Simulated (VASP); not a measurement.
Runs of VASP 6.6.1 on HfN. The structure is that of space group Fm-3m (No. 225), or close to it. The cells are those of the table. 

| cell | gap on the mesh (eV) | pressure (GPa) |
| --- | --- | --- |
| a = 3.172, b = 3.172, c = 3.099 Å, angles 60.8, 60.8, 58.5°, 2 atoms | none | (b) |
| a = 3.147, b = 3.147, c = 3.099 Å, angles 60.5, 60.5, 59.0°, 2 atoms | none | 23.4 |
| a = 3.291 Å, angles 60.0°, 2 atoms | none | (a) |
| a = 3.196, b = 3.196, c = 3.099 Å, angles 61.0, 61.0, 58.0°, 2 atoms | none | 15.0 |
| a = 3.243 Å, angles 60.0°, 2 atoms | none | -8.5 |

Alike in all rows: task single point; level PBE; potentials or basis VASP PAW PBE potentials, release 64 (Hf_pv, N); no spin polarisation; k mesh 18 × 18 × 18; cutoff (eV) 520; smearing gaussian 0.15 eV.

Question: Fill in the values left out.

Answer: (a) -17.7; (b) 18.9.

Caveats: spin-orbit coupling is left out, which moves the levels of the heavy elements; the cell stands under tension (at least some runs); the stress differs along the axes, from 1 to 28 GPa (at least some runs); the stress differs along the axes, from 11 to 30 GPa (at least some runs); the stress differs along the axes, from -6 to 26 GPa (at least some runs).

A k mesh can miss the band edges, and the runs leave out spin-orbit coupling on Hf.

A gap of «none» marks levels without a gap at the run's occupations.
